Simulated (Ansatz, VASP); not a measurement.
# Zn in VASP and in Ansatz

```
CELL_PARAMETERS angstrom
2.69987 0.00000 0.00000
-1.34993 2.33815 0.00000
0.00000 0.00000 5.01180
ATOMIC_POSITIONS crystal
Zn 0.33333 0.66667 0.25000
Zn 0.66667 0.33333 0.75000
```

Change from the starting cell: volume scaled by 1.04, crystal datasets.

Alike in both runs: task electric field gradients; functional PBEsol; k mesh 18 × 18 × 8; occupations fermi-dirac, width 0.03 eV; no spin polarisation.

```csv
,VASP,Ansatz
version,VASP 6.6.1,Ansatz 0.2.0
potentials or method,"VASP PAW PBE potentials, release 64 (Zn), cutoff 520 eV","all-electron PAW with datasets made for the crystal, scalar-relativistic"
```

```tsv
	VASP	Ansatz	Ansatz less VASP
pressure (GPa)	-7.2	-7.5	-0.29
traceless stress, the component that is largest in VASP (GPa)	1.74	1.84	+0.100
size of Vzz on the site where it differs most (V/Å²)	32.4	32.3	-0.09
```

VASP's potentials were made for PBE, not for PBEsol. Ansatz ran all-electron here, and VASP with PAW potentials.
